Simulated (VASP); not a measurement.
# Si (P-1) in VASP: single point with LDA

Aim: the single point of Si with LDA.

Program: VASP 6.6.1. These are calculated values, not measurements. Logs are shortened: lines on timing, memory, paths and dates and some standing lists are left out, and cuts for length are marked.

### 1 The cell of the first run

The typed cell holds 2 atoms: a = 4.061 Å, b = 3.539 Å, c = 3.734 Å, α = 94.98°, β = 99.87°, γ = 141.33°.

### 2 Single point, LDA (atoms moved at random and the cell strained at random)

The input, INCAR:

```
PREC = Accurate
ENCUT = 520
EDIFF = 1E-6
ISMEAR = 0
SIGMA = 0.15
LREAL = False
LASPH = True
NELM = 60
ALGO = Normal
ISIF = 2
LWAVE = False
LCHARG = False
NBANDS = 11
```

The input, KPOINTS:

```
regular mesh
0
Gamma
  14 14 14
```

The input, POSCAR:

```
Si
1.0
   -2.6194276886      2.6303110811      1.6475831561
    2.3648493436     -2.4750264441      0.8995064857
    2.5287608313      2.3843595868     -1.3641596237
Si
2
Direct
    0.2550671637      0.7377712648      0.5301441411
    0.4949328363      0.5122287352     -0.0301441411
```

Potentials or basis: VASP PAW LDA potentials, release 64 (Si).

Started as:

```bash
cat potpaw_LDA.64/Si/POTCAR > POTCAR
mpirun -np 1 vasp_std > vasp.out
```

OUTCAR:

```text
PREC = Accurate
   ENCUT = 520
   EDIFF = 1E-6
   ISMEAR = 0
   LREAL = False
   LASPH = True
   NELM = 60
   ISIF = 2

 ion  position               nearest neighbor table
   1  0.255  0.738  0.530-   2 2.27   2 2.38   2 2.75   2 2.83   2 2.86
   2  0.495  0.512  0.970-   1 2.27   1 2.38   1 2.75   1 2.83   1 2.86

  LATTYP: Found a triclinic cell.
 ALAT       =     2.5644861270
 B/A-ratio  =     1.4070910010
 C/A-ratio  =     1.3801610781
 COS(alpha) =     0.0122508471
 COS(beta)  =     0.1437464189
 COS(gamma) =     0.3056496551

  Lattice vectors:

 A1 = (   0.2545783450,  -0.1552846370,  -2.5470896418)
 A2 = (  -2.2741824863,  -2.5396442238,  -1.1829300181)
 A3 = (  -2.3648493436,   2.4750264441,  -0.8995064857)

Analysis of symmetry for initial positions (statically):
=====================================================================
 Subroutine PRICEL returns:
 Original cell was already a primitive cell.

 Routine SETGRP: Setting up the symmetry group for a
 triclinic supercell.

 Subroutine GETGRP returns: Found  2 space group operations
 (whereof  1 operations were pure point group operations)
 out of a pool of  2 trial point group operations.

The static configuration has the point symmetry C_1 .
 The point group associated with its full space group is S_2 .

Analysis of symmetry for dynamics (positions and initial velocities):
=====================================================================
 Subroutine PRICEL returns:
 Original cell was already a primitive cell.

 Routine SETGRP: Setting up the symmetry group for a
 triclinic supercell.

 Subroutine GETGRP returns: Found  2 space group operations
 (whereof  1 operations were pure point group operations)
 out of a pool of  2 trial point group operations.

The dynamic configuration has the point symmetry C_1 .
 The point group associated with its full space group is S_2 .

 Subroutine INISYM returns: Found  2 space group operations
 (whereof  1 operations are pure point group operations),
 and found     1 'primitive' translations

----------------------------------------------------------------------------------------

                                     Primitive cell

  volume of cell :      30.8444

  direct lattice vectors                    reciprocal lattice vectors
    -2.619427689  2.630311081  1.647583156     0.039928965  0.178336165  0.385723442
     2.364849344 -2.475026444  0.899506486     0.243694132 -0.019226395  0.418134013
     2.528760831  2.384359587 -1.364159624     0.208913046  0.202710437  0.008522245

  length of vectors
     4.061338210  3.539403938  3.733729163     0.426826292  0.484347537  0.291219523

  position of ions in fractional coordinates (direct lattice)
     0.255067164  0.737771265  0.530144141
     0.494932836  0.512228735  0.969855859

  ion indices of the primitive-cell ions
   primitive index   ion index
                 1           1
                 2           2

----------------------------------------------------------------------------------------

 KPOINTS: regular mesh

Automatic generation of k-mesh.
 Grid dimensions read from file:
 generate k-points for:   14   14   14

 Generating k-lattice:

  Cartesian coordinates                     Fractional coordinates (reciprocal lattice)
     0.002852069  0.012738297  0.027551674     0.071428571  0.000000000  0.000000000
     0.017406724 -0.001373314  0.029866715     0.000000000  0.071428571 -0.000000000
     0.014922360  0.014479317  0.000608732     0.000000000 -0.000000000  0.071428571

  Length of vectors
     0.030487592  0.034596253  0.020801395

  Shift w.r.t. Gamma in fractional coordinates (k-lattice)
     0.000000000  0.000000000  0.000000000

 Subroutine IBZKPT returns following result:
 ===========================================

 Found   1376 irreducible k-points:

 Following reciprocal coordinates:
            Coordinates               Weight
  0.000000  0.000000  0.000000      1.000000
  0.071429 -0.000000  0.000000      2.000000
  0.142857 -0.000000  0.000000      2.000000
  0.214286  0.000000 -0.000000      2.000000
  0.285714  0.000000 -0.000000      2.000000
  0.357143 -0.000000 -0.000000      2.000000
[... 16 lines left out ...]
 -0.000000  0.142857  0.000000      2.000000
  0.071429  0.142857  0.000000      2.000000
 [... further k-points ...]
   k-points           NKPTS =   1376   k-points in BZ     NKDIM =   1376   number of bands    NBANDS=     11
   number of dos      NEDOS =    301   number of ions     NIONS =      2
   total plane-waves  NPLWV =  23520
   dimension x,y,z NGX =    30 NGY =   28 NGZ =   28
   dimension x,y,z NGXF=    60 NGYF=   56 NGZF=   56
   ions per type =               2
   NGX,Y,Z   is equivalent  to a cutoff of  12.28, 13.15, 12.47 a.u.
   NGXF,Y,Z  is equivalent  to a cutoff of  24.56, 26.30, 24.93 a.u.
 SYSTEM =  unknown system
   PREC   = accura    normal or accurate (medium, high low for compatibility)
   ISTART =      0    job   : 0-new  1-cont  2-samecut
   ICHARG =      2    charge: 1-file 2-atom 10-const
   ISPIN  =      1    spin polarized calculation?
   LNONCOLLINEAR =      F non collinear calculations
   LSORBIT =      F    spin-orbit coupling
   LASPH  =      T    aspherical Exc in radial PAW
   ENCUT  =  520.0 eV  38.22 Ry    6.18 a.u.   7.55  6.58  6.94*2*pi/ulx,y,z
   NELM   =     60;   NELMIN=  2; NELMDL= -5     # of ELM steps
   EDIFF  = 0.1E-05   stopping-criterion for ELM
   LREAL  =      F    real-space projection
   EDIFFG = 0.1E-04   stopping-criterion for IOM
   NSW    =      0    number of steps for IOM
   IBRION =     -1    ionic relax: 0-MD 1-quasi-New 2-CG
   NFREE  =      0    steps in history (QN), initial steepest desc. (CG)
   ISIF   =      2    stress and relaxation
   ISYM   =      2    0-nonsym 1-usesym 2-fastsym
   POTIM  = 0.5000    time-step for ionic-motion
   TEBEG  =    0.0;   TEEND  =   0.0 temperature during run
   PSTRESS=    0.0 pullay stress
   NELECT =       8.0000    total number of electrons
   NUPDOWN=      -1.0000    fix difference up-down
   EMIN   =  10.00;   EMAX   =-10.00  energy-range for DOS
   EFERMI =   0.00;   METHOD = LEGACY
   ISMEAR =     0;   SIGMA  =   0.15  broadening in eV -4-tet -1-fermi 0-gaus
   EFERMI_NEDOS =   21; number of points for ismear=-14 and -15
   IALGO  =     38    algorithm
   IMIX   =      4    mixing-type and parameters
     AMIX     =   0.40;   BMIX     =  1.00
     AMIX_MAG =   1.60;   BMIX_MAG =  1.00
  volume/ion in A,a.u.               =      15.42       104.07
  Fermi-wavevector in a.u.,A,eV,Ry     =   1.044030  1.972930 14.830320  1.089998
  Thomas-Fermi vector in A             =   2.178765
   LORBIT       =      0    0 simple, 1 ext, 2 COOP (PROOUT), +10 PAW based schemes
   GGA     = CA    functional components
   LHFCALC =     F    Hartree Fock is set to
   AEXX    =    0.0000 exact exchange contribution
   IVDW    =     0    specifies the selected vdW correction
   LEPSILON=     F    determine dielectric tensor
   LRPA    =     F    only Hartree local field effects (RPA)
 non-spin polarized calculation
 Gauss-broadening in eV      SIGMA  =   0.15
  energy-cutoff  :      520.00
  volume of cell :       30.84
 maximum number of plane-waves:       846
   NGX = 15   NGY = 13   NGZ = 13

 number of electron       8.0000000 magnetization

 Free energy of the ion-electron system (eV)
  ---------------------------------------------------
  ext. energy  EPLUGINS =         0.00000000
  ---------------------------------------------------
  free energy    TOTEN  =       -11.09741038 eV

  energy without entropy =      -11.08723009  energy(sigma->0) =      -11.09232024

 E-fermi :   8.9110     XC(G=0): -10.9173

 val. band max:        8.9103129999   @ k =   0.2143  -0.2857   0.2143
 cond. band min:       8.9116253425   @ k =   0.4286   0.3571   0.2857
 fundamental gap:      0.0013123427
 Fermi energy:         8.9109523922

 k-point     1 :       0.0000    0.0000    0.0000
  band No.  band energies     occupation
      1      -4.7390      2.00000
      2       5.8713      2.00000
      3       6.0637      2.00000
      4       6.4755      2.00000
      5      10.1290      0.00000
      6      16.5819      0.00000
      7      16.7911      0.00000
      8      17.3499      0.00000
      9      18.0194      0.00000
     10      18.2050      0.00000
     11      19.0806      0.00000

 k-point     2 :       0.0714   -0.0000    0.0000
  band No.  band energies     occupation
      1      -4.6064      2.00000
      2       5.6878      2.00000
      3       5.9547      2.00000
      4       6.9830      2.00000
      5      10.3835      0.00000
      6      15.2858      0.00000
      7      15.8182      0.00000
      8      17.1604      0.00000
      9      17.7709      0.00000
     10      18.7953      0.00000
     11      19.7846      0.00000

 k-point     3 :       0.1429   -0.0000    0.0000
  band No.  band energies     occupation
      1      -4.2096      2.00000
      2       5.3215      2.00000
      3       6.2023      2.00000
      4       7.7621      2.00000
      5      11.0822      0.00000
      6      13.2033      0.00000
      7      14.1314      0.00000
      8      15.8475      0.00000
      9      18.0486      0.00000
     10      19.4528      0.00000
     11      21.5408      0.00000
[... 267 lines left out ...]
 k-point    23 :      -0.0000    0.1429    0.0000
  band No.  band energies     occupation
      1      -4.0569      2.00000
      2       4.2436      2.00000
      3       5.9981      2.00000
      4       8.8307      1.55046
      5      11.8079      0.00000
      6      13.6136      0.00000
      7      14.7766      0.00000
      8      15.0611      0.00000
      9      17.2425      0.00000
     10      19.6374      0.00000
     11      19.9147      0.00000

 k-point    24 :       0.0714    0.1429    0.0000
  band No.  band energies     occupation
      1      -3.4396      2.00000
      2       4.6876      2.00000
      3       6.0866      2.00000
      4       9.4733      0.00000
      5      11.3359      0.00000
      6      12.4883      0.00000
      7      13.2616      0.00000
      8      14.5586      0.00000
      9      17.2392      0.00000
     10      17.7239      0.00000
     11      19.1975      0.00000

 [... further k-points ...]

------------------------ aborting loop because EDIFF is reached ----------------------------------------

  FORCE on cell =-STRESS in cart. coord.  units (eV):
  Direction    XX          YY          ZZ          XY          YZ          ZX
  --------------------------------------------------------------------------------------
  -------------------------------------------------------------------------------------
  Total       -0.4434287      1.4953390     -0.1196504     -0.2638058     -1.3722159      0.6129682
  in kB      -23.0334159     77.6737328     -6.2151093    -13.7031032    -71.2782392     31.8399552
  external PRESSURE =      16.1417359 kB  Pullay stress =       0.0000000 kB

 VOLUME and BASIS-vectors are now :
 -----------------------------------------------------------------------------
  energy-cutoff  :      520.00
  volume of cell :       30.84
      direct lattice vectors                 reciprocal lattice vectors
    -2.619427689  2.630311081  1.647583156     0.039928965  0.178336165  0.385723442
     2.364849344 -2.475026444  0.899506486     0.243694132 -0.019226395  0.418134013
     2.528760831  2.384359587 -1.364159624     0.208913046  0.202710437  0.008522245

 POSITION                                       TOTAL-FORCE (eV/Angst)
 -----------------------------------------------------------------------------------
      2.41720      0.10896      0.36067        -0.584711     -1.218321     -0.007687
      2.36744      2.34653     -0.04684         0.584711      1.218321      0.007687
 -----------------------------------------------------------------------------------
    total drift:                                0.000000      0.000000      0.000000

  FREE ENERGIE OF THE ION-ELECTRON SYSTEM (eV)
  ---------------------------------------------------
  free  energy   TOTEN  =       -11.0974103836 eV

  energy  without entropy=      -11.0872300910  energy(sigma->0) =      -11.09232024
```

It took 4.1 min on 1 thread of AMD EPYC 9R45 (Zen 5), shared host; peak memory 0.41 GiB.

Results:

```yaml
Free_energy: -11.0974 eV
Pressure: 1.6 GPa
Largest_force: 1.351 eV/Å
Band_gap_on_the_k_mesh: zero (band 4 reaches 10.67 eV, above the bottom of band 5 at 5.77 eV)
```

Forces in eV/Å, atoms in the order of the input:
```
Si  -0.585 -1.218 -0.008
Si   0.585  1.218  0.008
```

Caveat: the cell differs from its parent crystal (atoms moved at random and the cell strained at random); forces of over 1 eV/Å act on the atoms, so gaps and moduli don't describe the material at rest.
